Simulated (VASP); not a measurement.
Cl, 12 atoms in the cell. It takes space group R-3m (No. 166, trigonal). Conventional cell: a = 7.894 Å, b = 7.894 Å, c = 20.194 Å, α = 90.00°, β = 90.00°, γ = 120.00°. Within 3.5 Å of Cl (site symmetry m) lie 6 Cl at 2.68 to 2.90 Å. Within 3.8 Å of Cl (site symmetry m) lie 7 Cl at 2.87 to 3.23 Å. 

* Program: VASP 6.6.1
* Task: single point
* Functional: PBE
* Potentials or basis: VASP PAW PBE potentials, release 64 (Cl)
* Cutoff: 520 eV
* k mesh: 3 × 3 × 3
* Occupations: gaussian, width 0.1 eV
* Spin: no spin polarisation
* Dipole correction: no
* Further INCAR settings: ALGO = Normal; EDIFF = 1e-06; NBANDS = 54

Potentials or basis: VASP PAW PBE potentials, release 64 (Cl).

Run with:

```console
$ cat potpaw_PBE.64/Cl/POTCAR > POTCAR
$ mpirun -np 1 vasp_std > vasp.out
```

Hardware: 1 thread of Intel(R) Xeon(R) 6975P-C (Granite Rapids), with other jobs on the host.

**Question.** Estimate the wall time of this run.

**Answer.** Wall time 67 s on 1 thread of Intel(R) Xeon(R) 6975P-C (Granite Rapids), on a shared host, peak memory 0.49 GiB. Counts: scf iterations 15, k points 6.
